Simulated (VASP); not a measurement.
Set up this calculation in VASP 6.6.1, as the native input.

```
Task                   : single point
Functional             : PBE
Potentials or basis    : VASP PAW PBE potentials, release 64 (Si, N)
Cutoff                 : 520 eV
k mesh                 : 6 × 6 × 6
Occupations            : fermi-dirac, width 0.02 eV
Spin                   : no spin polarisation
Dipole correction      : no
Further INCAR settings : ALGO = Normal; EDIFF = 1e-07; NBANDS = 45
```

The structure of Si3N4 lies in POSCAR:

```
Si3N4
1.0
   -3.2373500000      3.2373500000      3.1726030000
    3.2373500000     -3.2373500000      3.1726030000
    3.2373500000      3.2373500000     -3.1726030000
Si N
6 8
Direct
    0.2500000000      0.1239981914      0.8739981914
    0.8760018086      0.2500000000      0.1260018086
    0.7500000000      0.3760018086      0.6260018086
    0.6239981914      0.7500000000      0.3739981914
    0.1250000000      0.8750000000      0.2500000000
    0.3750000000      0.6250000000      0.7500000000
    0.5604092827      0.5593909534      0.5610007639
    0.4406090466      0.5016098105      0.0010183293
    0.4983901895     -0.0005914812      0.9389992361
    0.0005914812      0.4395907173      0.4989816707
    0.9395907173      0.5005914812     -0.0010183293
    0.0593909534      0.0604092827      0.0610007639
    0.0016098105      0.9406090466      0.5010183293
    0.4994085188     -0.0016098105      0.4389992361
```

This cell differs from its parent crystal: z stretched by -2 %, then relaxed in part.

The input as run:

INCAR

```
SYSTEM = Si3N4
  PREC = Accurate
  ENCUT = 520
  EDIFF = 1E-7
  ISMEAR = -1
  SIGMA = 0.02
  LREAL = .FALSE.
  LASPH = .TRUE.
  NELM = 80
  ALGO = Normal
  ISIF = 2
  LWAVE = .FALSE.
  LCHARG = .FALSE.
  GGA = PE
  NBANDS = 45
```

KPOINTS

```
Automatic mesh
0
G
  6 6 6
  0 0 0
```

Potentials or basis: VASP PAW PBE potentials, release 64 (Si, N).

The run is started by

```console
$ cat potpaw_PBE.64/Si/POTCAR potpaw_PBE.64/N/POTCAR > POTCAR
$ mpirun -np 1 vasp_std > vasp.out
```

Results of the run:

| Item | Value |
| --- | --- |
| Pressure | 6.9 GPa |
| Largest force | 0.012 eV/Å |
| Band gap on the k mesh | 4.10 eV (least direct gap 4.27 eV) |

Caveat: the cell differs from its parent crystal (z stretched by -2 %, then relaxed in part); the cell stands under pressure.

Wall time 2.8 min on 1 thread of Intel(R) Xeon(R) Platinum 8488C (Sapphire Rapids) (shared host), peak memory 0.31 GiB.
